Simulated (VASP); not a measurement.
# Ge: single point with PBE

The system is Ge.

```
CELL_PARAMETERS angstrom
-2.57449 2.57449 1.39741
2.57449 -2.57449 1.39741
2.57449 2.57449 -1.39741
ATOMIC_POSITIONS crystal
Ge 0.50000 0.50000 0.00000
Ge 0.25000 0.75000 0.50000
```

```yaml
Program: VASP 6.6.1
Task: single point
Functional: PBE
Potentials_or_basis: VASP PAW PBE potentials, release 64 (Ge_d)
Cutoff: 520 eV
k_mesh: 11 × 11 × 11
Occupations: fermi-dirac, width 0.05 eV
Spin: no spin polarisation
```

```json
{
  "Pressure": "3.1 GPa",
  "Band gap on the k mesh": "zero (band 14 reaches 8.53 eV, above the bottom of band 15 at 3.83 eV)"
}
```

Stress tensor (GPa, compression positive):
```
3.15 0.00 0.00
0.00 3.15 0.00
0.00 0.00 2.97
```

Levels at points of the mesh, in eV from the Fermi level:
```
           k point  band 10  band 11  band 12  band 13  band 14  band 15  band 16  band 17  band 18  band 19
(0.00, 0.00, 0.00)   -24.47   -13.33    -4.09    -2.37    -2.37     3.26     7.58     7.58     8.13     8.34
```

Run time: 50 s on 1 thread of Intel(R) Xeon(R) Platinum 8559C (Emerald Rapids) (shared host), peak memory 0.21 GiB.
